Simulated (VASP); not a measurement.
**CdS (kn): single point with PBEsol**

CdS (kn):

```
Cd S
1.0
     0.00000    2.69870    2.69870
     2.69870    0.00000    2.69870
     2.69870    2.69870    0.00000
Cd S
1 1
Direct
  0.00000 0.00000 0.00000
  0.50000 0.50000 0.50000
```

- Program: VASP 6.6.1
- Task: single point
- Functional: PBEsol
- Potentials or basis: VASP PAW PBE potentials, release 64 (Cd, S)
- Cutoff: 500 eV
- k mesh: 6 × 6 × 6
- Occupations: gaussian, width 0.01 eV
- Spin: no spin polarisation

The pressure is 0.6 GPa and the band gap on the k mesh is 0.11 eV, indirect (least direct gap 1.81 eV).

Levels at points of the mesh, in eV from the valence-band top:
| k point | band 7 | band 8 | band 9 | band 10 | band 11 | band 12 |
| --- | --- | --- | --- | --- | --- | --- |
| (0.00, 0.00, 0.00) | -0.84 | -0.84 | -0.84 | 0.97 | 9.15 | 9.15 |
| (0.50, 0.00, 0.00) | -5.11 | 0.00 | 0.00 | 3.31 | 5.76 | 5.76 |
| (0.50, 0.50, 0.00) | -4.61 | -2.35 | -2.35 | 0.11 | 5.83 | 10.00 |

Wall time 6.6 s on 1 thread of Intel(R) Xeon(R) Platinum 8488C (Sapphire Rapids) (shared host), peak memory 0.15 GiB.

Caveat: the PAW data sets were made with another functional, which shifts forces and pressure a little. A k mesh can miss the band edges.
